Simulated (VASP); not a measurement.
Write the native input for VASP 6.6.1 that does the following.

```
Task                   : single point
Functional             : PBEsol
Potentials or basis    : VASP PAW PBE potentials, release 64 (Au)
Cutoff                 : 520 eV
k mesh                 : 8 × 8 × 18
Occupations            : gaussian, width 0.1 eV
Spin                   : no spin polarisation
Dipole correction      : no
Further INCAR settings : ALGO = Fast; EDIFF = 1e-07; NBANDS = 18; ISYM = 0
```

The structure of Au lies in POSCAR:

```
Au
1.0
    4.3213851583      0.0000000000      0.0049800470
    0.0000000000      4.3213880278      0.0000000000
   -2.1584938856      0.0000000000      1.8316385344
Au
2
Direct
    0.0000000000      0.0000000000      0.0000000000
    0.5000000000      0.5000000000      0.0000000000
```

One way to write it, as run:

INCAR

```
PREC     = Accurate       # precision mode
ENCUT    = 520            # plane-wave cutoff, eV
EDIFF    = 1E-7           # SCF threshold, eV
ISMEAR   = 0              # smearing method
SIGMA    = 0.1            # smearing width, eV
LREAL    = F              # projectors in reciprocal space
LASPH    = T              # aspherical terms in the spheres
NELM     = 80             # most SCF steps
ALGO     = Fast           # electronic algorithm
ISIF     = 2              # what is computed and relaxed
LWAVE    = F              # write WAVECAR
LCHARG   = F              # write CHGCAR
GGA      = PS             # functional
NBANDS   = 18             # bands
ISYM     = 0
```

KPOINTS

```
Automatic mesh
0
Gamma
  8 8 18
```

Potentials or basis: VASP PAW PBE potentials, release 64 (Au).

The run is started by

```bash
$ cat potpaw_PBE.64/Au/POTCAR > POTCAR
$ mpirun -np 1 vasp_std > vasp.out
```

It gave:

```json
{
 "Pressure": "-0.9 GPa",
 "Band gap on the k mesh": "zero (band 11 reaches 13.86 eV, above the bottom of band 12 at 6.58 eV)"
}
```

Caveat: the PAW data sets were made with another functional, which shifts forces and pressure a little; spin-orbit coupling is left out, which moves the levels of the heavy elements.

Run time: 3.4 min on 1 thread of Intel(R) Xeon(R) 6975P-C (Granite Rapids), on a shared host, peak memory 0.4 GiB.
